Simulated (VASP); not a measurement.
# GaSn4S3 (Pm-3m) in VASP: notebook

Runs on GaSn4S3. Level: PBE. Tasks: single point.

Program: VASP 6.6.1. These are calculated values, not measurements. Logs are shortened: lines on timing, memory, paths and dates and some standing lists are left out, and cuts for length are marked.

## Step 1: The cell of the first run

Symmetry: Pm-3m, No. 221, cubic system. Conventional cell: a = 5.770 Å, b = 5.770 Å, c = 5.770 Å, α = 90.00°, β = 90.00°, γ = 90.00°. Ga (site symmetry m-3m) has 6 Sn at 2.88 Å within 3.8 Å. Within 3.8 Å of Sn (site symmetry 4/mmm) lie 2 Ga at 2.88 Å and 4 S at 2.88 Å. Within 3.8 Å of Sn (site symmetry m-3m) lie 6 S at 2.88 Å. S (site symmetry 4/mmm) has 6 Sn at 2.88 Å within 3.8 Å.

## Step 2: Single point, PBE

INCAR reads:

```
ALGO = Normal ; EDIFF = 1E-7
ENCUT = 520 ; GGA = PE
ISIF = 2 ; ISMEAR = 0
LASPH = True ; LCHARG = False
LREAL = False ; LWAVE = False
NBANDS = 54 ; NELM = 60
PREC = Accurate ; SIGMA = 0.2
```

KPOINTS reads:

```
k-points
0
Gamma
  3 3 3
```

POSCAR reads:

```
GaSn4S3
1.0
    5.7700000000      0.0000000000      0.0000000000
    0.0000000000      5.7700000000      0.0000000000
    0.0000000000      0.0000000000      5.7700000000
Ga Sn S
1 4 3
Direct
    0.0000000000      0.0000000000      0.0000000000
    0.5000000000      0.0000000000      0.0000000000
    0.5000000000      0.5000000000      0.5000000000
    0.0000000000      0.5000000000      0.0000000000
    0.0000000000      0.0000000000      0.5000000000
    0.5000000000      0.0000000000      0.5000000000
    0.5000000000      0.5000000000      0.0000000000
    0.0000000000      0.5000000000      0.5000000000
```

Potentials or basis: VASP PAW PBE potentials, release 64 (Ga_d, Sn_d, S).

Started as:

```
cat potpaw_PBE.64/Ga_d/POTCAR potpaw_PBE.64/Sn_d/POTCAR potpaw_PBE.64/S/POTCAR > POTCAR
mpirun -np 1 vasp_std > vasp.out
```

OUTCAR:

```text
EDIFF = 1E-7
   ENCUT = 520
   GGA = PE
   ISIF = 2
   ISMEAR = 0
   LASPH = True
   LREAL = False
   NELM = 60
   PREC = Accurate

 ion  position               nearest neighbor table
   1  0.000  0.000  0.000-   2 2.88   4 2.88   5 2.88   5 2.88   4 2.88   2 2.88
   2  0.500  0.000  0.000-   1 2.88   6 2.88   7 2.88   6 2.88   7 2.88   1 2.88
   3  0.500  0.500  0.500-   6 2.88   7 2.88   8 2.88   7 2.88   6 2.88   8 2.88
   4  0.000  0.500  0.000-   1 2.88   7 2.88   8 2.88   8 2.88   1 2.88   7 2.88
   5  0.000  0.000  0.500-   1 2.88   6 2.88   8 2.88   1 2.88   8 2.88   6 2.88
   6  0.500  0.000  0.500-   2 2.88   3 2.88   5 2.88   2 2.88   3 2.88   5 2.88
   7  0.500  0.500  0.000-   2 2.88   3 2.88   4 2.88   3 2.88   2 2.88   4 2.88
   8  0.000  0.500  0.500-   3 2.88   4 2.88   5 2.88   4 2.88   5 2.88   3 2.88

  LATTYP: Found a simple cubic cell.
 ALAT       =     5.7700000000

  Lattice vectors:

 A1 = (   5.7700000000,   0.0000000000,   0.0000000000)
 A2 = (   0.0000000000,   5.7700000000,   0.0000000000)
 A3 = (   0.0000000000,   0.0000000000,   5.7700000000)

Analysis of symmetry for initial positions (statically):
=====================================================================
 Subroutine PRICEL returns:
 Original cell was already a primitive cell.

 Routine SETGRP: Setting up the symmetry group for a
 simple cubic supercell.

 Subroutine GETGRP returns: Found 48 space group operations
 (whereof 48 operations were pure point group operations)
 out of a pool of 48 trial point group operations.

The static configuration has the point symmetry O_h .

Analysis of symmetry for dynamics (positions and initial velocities):
=====================================================================
 Subroutine PRICEL returns:
 Original cell was already a primitive cell.

 Routine SETGRP: Setting up the symmetry group for a
 simple cubic supercell.

 Subroutine GETGRP returns: Found 48 space group operations
 (whereof 48 operations were pure point group operations)
 out of a pool of 48 trial point group operations.

The dynamic configuration has the point symmetry O_h .

 Subroutine INISYM returns: Found 48 space group operations
 (whereof 48 operations are pure point group operations),
 and found     1 'primitive' translations

----------------------------------------------------------------------------------------

                                     Primitive cell

  volume of cell :     192.1000

  direct lattice vectors                    reciprocal lattice vectors
     5.770000000  0.000000000  0.000000000     0.173310225  0.000000000  0.000000000
     0.000000000  5.770000000  0.000000000     0.000000000  0.173310225  0.000000000
     0.000000000  0.000000000  5.770000000     0.000000000  0.000000000  0.173310225

  length of vectors
     5.770000000  5.770000000  5.770000000     0.173310225  0.173310225  0.173310225

  position of ions in fractional coordinates (direct lattice)
     0.000000000  0.000000000  0.000000000
     0.500000000  0.000000000  0.000000000
     0.500000000  0.500000000  0.500000000
     0.000000000  0.500000000  0.000000000
     0.000000000  0.000000000  0.500000000
     0.500000000  0.000000000  0.500000000
     0.500000000  0.500000000  0.000000000
     0.000000000  0.500000000  0.500000000

  ion indices of the primitive-cell ions
   primitive index   ion index
                 1           1
                 2           2
                 3           3
                 4           4
                 5           5
                 6           6
                 7           7
                 8           8

----------------------------------------------------------------------------------------

 KPOINTS: k-points

Automatic generation of k-mesh.
 Grid dimensions read from file:
 generate k-points for:    3    3    3

 Generating k-lattice:

  Cartesian coordinates                     Fractional coordinates (reciprocal lattice)
     0.057770075  0.000000000  0.000000000     0.333333333  0.000000000  0.000000000
     0.000000000  0.057770075  0.000000000     0.000000000  0.333333333  0.000000000
     0.000000000  0.000000000  0.057770075     0.000000000  0.000000000  0.333333333

  Length of vectors
     0.057770075  0.057770075  0.057770075

  Shift w.r.t. Gamma in fractional coordinates (k-lattice)
     0.000000000  0.000000000  0.000000000

 Subroutine IBZKPT returns following result:
 ===========================================

 Found      4 irreducible k-points:

 Following reciprocal coordinates:
            Coordinates               Weight
  0.000000  0.000000  0.000000      1.000000
  0.333333  0.000000  0.000000      6.000000
  0.333333  0.333333  0.000000     12.000000
  0.333333  0.333333  0.333333      8.000000
   k-points           NKPTS =      4   k-points in BZ     NKDIM =      4   number of bands    NBANDS=     54
   number of dos      NEDOS =    301   number of ions     NIONS =      8
   total plane-waves  NPLWV = 110592
   dimension x,y,z NGX =    48 NGY =   48 NGZ =   48
   dimension x,y,z NGXF=    96 NGYF=   96 NGZF=   96
   ions per type =               1   4   3
   NGX,Y,Z   is equivalent  to a cutoff of  13.83, 13.83, 13.83 a.u.
   NGXF,Y,Z  is equivalent  to a cutoff of  27.66, 27.66, 27.66 a.u.
 SYSTEM =  unknown system
   PREC   = accura    normal or accurate (medium, high low for compatibility)
   ISTART =      0    job   : 0-new  1-cont  2-samecut
   ICHARG =      2    charge: 1-file 2-atom 10-const
   ISPIN  =      1    spin polarized calculation?
   LNONCOLLINEAR =      F non collinear calculations
   LSORBIT =      F    spin-orbit coupling
   LASPH  =      T    aspherical Exc in radial PAW
   ENCUT  =  520.0 eV  38.22 Ry    6.18 a.u.  10.73 10.73 10.73*2*pi/ulx,y,z
   NELM   =     60;   NELMIN=  2; NELMDL= -5     # of ELM steps
   EDIFF  = 0.1E-06   stopping-criterion for ELM
   LREAL  =      F    real-space projection
   EDIFFG = 0.1E-05   stopping-criterion for IOM
   NSW    =      0    number of steps for IOM
   IBRION =     -1    ionic relax: 0-MD 1-quasi-New 2-CG
   NFREE  =      0    steps in history (QN), initial steepest desc. (CG)
   ISIF   =      2    stress and relaxation
   ISYM   =      2    0-nonsym 1-usesym 2-fastsym
   POTIM  = 0.5000    time-step for ionic-motion
   TEBEG  =    0.0;   TEEND  =   0.0 temperature during run
   PSTRESS=    0.0 pullay stress
   NELECT =      87.0000    total number of electrons
   NUPDOWN=      -1.0000    fix difference up-down
   EMIN   =  10.00;   EMAX   =-10.00  energy-range for DOS
   EFERMI =   0.00;   METHOD = LEGACY
   ISMEAR =     0;   SIGMA  =   0.20  broadening in eV -4-tet -1-fermi 0-gaus
   EFERMI_NEDOS =   21; number of points for ismear=-14 and -15
   IALGO  =     38    algorithm
   IMIX   =      4    mixing-type and parameters
     AMIX     =   0.40;   BMIX     =  1.00
     AMIX_MAG =   1.60;   BMIX_MAG =  1.00
  volume/ion in A,a.u.               =      24.01       162.04
  Fermi-wavevector in a.u.,A,eV,Ry     =   1.257203  2.375769 21.504819  1.580560
  Thomas-Fermi vector in A             =   2.390874
   LORBIT       =      0    0 simple, 1 ext, 2 COOP (PROOUT), +10 PAW based schemes
   GGA     = PE    functional components
   LHFCALC =     F    Hartree Fock is set to
   AEXX    =    0.0000 exact exchange contribution
   IVDW    =     0    specifies the selected vdW correction
   LEPSILON=     F    determine dielectric tensor
   LRPA    =     F    only Hartree local field effects (RPA)
 non-spin polarized calculation
 Gauss-broadening in eV      SIGMA  =   0.20
  energy-cutoff  :      520.00
  volume of cell :      192.10
 maximum number of plane-waves:      5185
 NGX is ok and might be reduce to    48
   NGX = 21   NGY = 21   NGZ = 21

 number of electron      87.0000036 magnetization

 Free energy of the ion-electron system (eV)
  ---------------------------------------------------
  ext. energy  EPLUGINS =         0.00000000
  ---------------------------------------------------
  free energy    TOTEN  =       -33.22819707 eV

  energy without entropy =      -33.15166426  energy(sigma->0) =      -33.18993066

 E-fermi :   7.0203     XC(G=0): -10.0186

 val. band max:        6.9211278732   @ k =   0.3333   0.3333   0.3333
 cond. band min:       7.1908328402   @ k =   0.3333   0.3333   0.0000
 fundamental gap:      0.2697049671
 Fermi energy:         7.0202595088

 k-point     1 :       0.0000    0.0000    0.0000
  band No.  band energies     occupation
      1     -15.0246      2.00000
      2     -15.0246      2.00000
      3     -15.0046      2.00000
      4     -15.0046      2.00000
      5     -15.0046      2.00000
      6     -14.9538      2.00000
[... 46 lines left out ...]
     53      12.2000      0.00000
     54      12.2036      0.00000

 k-point     2 :       0.3333    0.0000    0.0000
  band No.  band energies     occupation
      1     -15.0216      2.00000
      2     -15.0159      2.00000
      3     -15.0045      2.00000
      4     -15.0018      2.00000
      5     -15.0018      2.00000
      6     -14.9570      2.00000
[... 46 lines left out ...]
     53      11.3911      0.00000
     54      11.4732      0.00000

 k-point     3 :       0.3333    0.3333    0.0000
  band No.  band energies     occupation
      1     -15.0174      2.00000
      2     -15.0129      2.00000
      3     -15.0018      2.00000
      4     -15.0018      2.00000
      5     -15.0015      2.00000
      6     -14.9521      2.00000
[... 46 lines left out ...]
     53      10.6360      0.00000
     54      11.0952      0.00000

 k-point     4 :       0.3333    0.3333    0.3333
  band No.  band energies     occupation
      1     -15.0133      2.00000
      2     -15.0133      2.00000
      3     -15.0015      2.00000
      4     -15.0015      2.00000
      5     -15.0015      2.00000
      6     -14.9481      2.00000
[... 46 lines left out ...]
     53       9.4315      0.00000
     54      10.1223      0.00000

------------------------ aborting loop because EDIFF is reached ----------------------------------------

  FORCE on cell =-STRESS in cart. coord.  units (eV):
  Direction    XX          YY          ZZ          XY          YZ          ZX
  --------------------------------------------------------------------------------------
  -------------------------------------------------------------------------------------
  Total       -0.0832288     -0.0832288     -0.0832288      0.0000000     -0.0000000      0.0000000
  in kB       -0.6941558     -0.6941558     -0.6941558      0.0000000     -0.0000000      0.0000000
  external PRESSURE =      -0.6941558 kB  Pullay stress =       0.0000000 kB

 VOLUME and BASIS-vectors are now :
 -----------------------------------------------------------------------------
  energy-cutoff  :      520.00
  volume of cell :      192.10
      direct lattice vectors                 reciprocal lattice vectors
     5.770000000  0.000000000  0.000000000     0.173310225  0.000000000  0.000000000
     0.000000000  5.770000000  0.000000000     0.000000000  0.173310225  0.000000000
     0.000000000  0.000000000  5.770000000     0.000000000  0.000000000  0.173310225

 POSITION                                       TOTAL-FORCE (eV/Angst)
 -----------------------------------------------------------------------------------
      0.00000      0.00000      0.00000         0.000000      0.000000      0.000000
      2.88500      0.00000      0.00000         0.000000      0.000000      0.000000
      2.88500      2.88500      2.88500         0.000000      0.000000      0.000000
      0.00000      2.88500      0.00000         0.000000      0.000000      0.000000
      0.00000      0.00000      2.88500         0.000000      0.000000      0.000000
      2.88500      0.00000      2.88500         0.000000      0.000000      0.000000
      2.88500      2.88500      0.00000         0.000000      0.000000      0.000000
      0.00000      2.88500      2.88500         0.000000      0.000000      0.000000
 -----------------------------------------------------------------------------------
    total drift:                                0.000000      0.000000      0.000000

  FREE ENERGIE OF THE ION-ELECTRON SYSTEM (eV)
  ---------------------------------------------------
  free  energy   TOTEN  =       -33.2281970669 eV

  energy  without entropy=      -33.1516642613  energy(sigma->0) =      -33.18993066
```

It took 46 s on 1 thread of Intel Xeon Platinum 8375C at 2.90GHz (Ice Lake), shared host; peak memory 0.32 GiB.

What came out:

* Free energy: -33.2282 eV
* Pressure: -0.1 GPa

Levels at points of the mesh, in eV from the Fermi level:
```csv
k point,band 40,band 41,band 42,band 43,band 44,band 45,band 46,band 47,band 48,band 49
"(0.00, 0.00, 0.00)",-3.80,-3.80,-1.81,-1.31,-1.31,-1.31,2.73,2.73,2.73,4.58
```

Caveat: the k points lie up to 0.36 Å⁻¹ apart; spin-orbit coupling is left out, which moves the levels of the heavy elements.

## Step 3: Single point, PBE

This run uses another cell than the first one, of 24.52 Å³/atom, 1.021 times its volume.

INCAR reads:

```
SYSTEM = GaSn4S3
PREC = Accurate
ENCUT = 520
EDIFF = 1E-6
ISMEAR = 0
SIGMA = 0.2
LREAL = .False.
LASPH = .True.
NELM = 100
ALGO = Normal
ISIF = 2
LWAVE = .False.
LCHARG = .True.
GGA = PE
LELF = .True.
LVHAR = .True.
NBANDS = 54
```

KPOINTS reads:

```
Automatic mesh
0
Gamma
  3 3 3
  0 0 0
```

POSCAR reads:

```
GaSn4S3
1.0
    5.8106740280      0.0000000000      0.0000000000
    0.0000000000      5.8106740280      0.0000000000
    0.0000000000      0.0000000000      5.8106740280
Ga Sn S
1 4 3
Direct
    0.5000000000      0.5000000000      0.5000000000
    0.5000000000      0.0000000000      0.0000000000
    0.0000000000      0.5000000000      0.0000000000
    0.0000000000      0.0000000000      0.5000000000
    0.0000000000      0.0000000000      0.0000000000
    0.0000000000      0.5000000000      0.5000000000
    0.5000000000      0.0000000000      0.5000000000
    0.5000000000      0.5000000000      0.0000000000
```

Potentials or basis: VASP PAW PBE potentials, release 64 (Ga_d, Sn_d, S).

Started as:

```
cat potpaw_PBE.64/Ga_d/POTCAR potpaw_PBE.64/Sn_d/POTCAR potpaw_PBE.64/S/POTCAR > POTCAR
mpirun -np 1 vasp_std > vasp.out
```

It took 47 s on 1 thread of Intel Xeon Platinum 8375C at 2.90GHz (Ice Lake), shared host; peak memory 0.34 GiB.

The run converged. Its results:

```yaml
Free_energy: -32.4382 eV
Pressure: -0.4 GPa
```

Levels at points of the mesh, in eV from the Fermi level:
| k point | band 41 | band 42 | band 43 | band 44 | band 45 | band 46 |
| --- | --- | --- | --- | --- | --- | --- |
| (0.00, 0.00, 0.00) | -2.75 | -2.05 | -1.38 | -1.38 | -1.38 | 3.43 |

Caveat: the k points lie up to 0.36 Å⁻¹ apart; spin-orbit coupling is left out, which moves the levels of the heavy elements.
